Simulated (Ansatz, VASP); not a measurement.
# Two plane-wave programs on La

```
CELL_PARAMETERS angstrom
3.77000 0.00000 0.00000
-1.88500 3.26492 0.00000
0.00000 0.00000 12.15900
ATOMIC_POSITIONS crystal
La 0.00000 0.00000 0.00000
La 0.00000 0.00000 0.50000
La 0.33333 0.66667 0.75000
La 0.66667 0.33333 0.25000
```

Alike in both runs: task single point; functional PBE; k mesh 6 × 6 × 2; occupations gaussian, width 0.1 eV; no spin polarisation.

|  | VASP | Ansatz |
| --- | --- | --- |
| version | VASP 6.6.1 | Ansatz 0.2.0 |
| potentials or method | VASP PAW PBE potentials, release 64 (La), cutoff 520 eV | scalar-relativistic, plane waves, PAW |
| valence electrons in the cell | 44 | 44 |

```csv
,VASP,Ansatz,Ansatz less VASP
gap on the k mesh at the Fermi level (eV),none,none,-
pressure (GPa),0.0,0.0,-0.07
"traceless stress, the component that is largest in VASP (GPa)",-0.08,-0.08,-0.001
```

A gap of «none» marks a metal or a gap that the smearing closes.

Spin-orbit coupling is off throughout.
